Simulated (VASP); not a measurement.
Set up this calculation in VASP 6.6.1, as the native input.

- Task: single point
- Functional: BLYP
- Dispersion: D3(BJ)
- Potentials or basis: VASP PAW PBE potentials, release 64 (Mn_pv)
- Cutoff: 500 eV
- k mesh: 4 × 4 × 4
- Occupations: gaussian, width 0.1 eV
- Spin: collinear spin, ferromagnetic start
- Starting moments: [0.76] μB
- Dipole correction: no
- Further INCAR settings: ALGO = Normal; EDIFF = 1e-06; NBANDS = 16

The structure of Mn lies in POSCAR:

```
Mn
1.0
   -1.3932737400      1.3932737400      1.3932737400
    1.3932737400     -1.3932737400      1.3932737400
    1.3932737400      1.3932737400     -1.3932737400
Mn
1
Direct
    0.1900000000      0.5920000000      0.0990000000
```

The input as run:

INCAR

```
SYSTEM = Mn
PREC = Accurate
ENCUT = 500
EDIFF = 1E-6
ISMEAR = 0
SIGMA = 0.1
LREAL = .FALSE.
LASPH = .TRUE.
NELM = 200
ALGO = Normal
ISIF = 2
LWAVE = .FALSE.
LCHARG = .TRUE.
ISPIN = 2
MAGMOM = 0.76
LORBIT = 11
LMAXMIX = 4
GGA = B5
ALDAX = 1.0
AGGAX = 1.0
AGGAC = 1.0
ALDAC = 0.0
IVDW = 12
VDW_S6 = 1.0
VDW_S8 = 2.6996
VDW_A1 = 0.4298
VDW_A2 = 4.2359
LELF = .TRUE.
LVHAR = .TRUE.
NBANDS = 16
GGA_COMPAT = .FALSE.
```

KPOINTS

```
regular mesh
0
G
  4 4 4
  0 0 0
```

Potentials or basis: VASP PAW PBE potentials, release 64 (Mn_pv).

The run is started by

```console
$ cat potpaw_PBE.64/Mn_pv/POTCAR > POTCAR
$ mpirun -np 1 vasp_std > vasp.out
```

It gave:

```yaml
Pressure: -0.1 GPa
Band_gap_on_the_k_mesh: zero (filled and empty bands overlap)
Net_moment: 1.00 μB per cell
Site_moments: Mn +0.99 μB
Valence_electrons_inside_the_program's_atomic_spheres: Mn 12.03
Dispersion_energy_per_atom: -0.878 eV
```

Caveat: the k points lie up to 0.80 Å⁻¹ apart; the PAW data sets were made with another functional, which shifts forces and pressure a little; pairwise dispersion overbinds metals, which lowers pressure and volume.

Run time: 9 s on 1 thread of Intel(R) Xeon(R) Platinum 8488C (Sapphire Rapids), with other jobs on the host, peak memory 0.13 GiB.
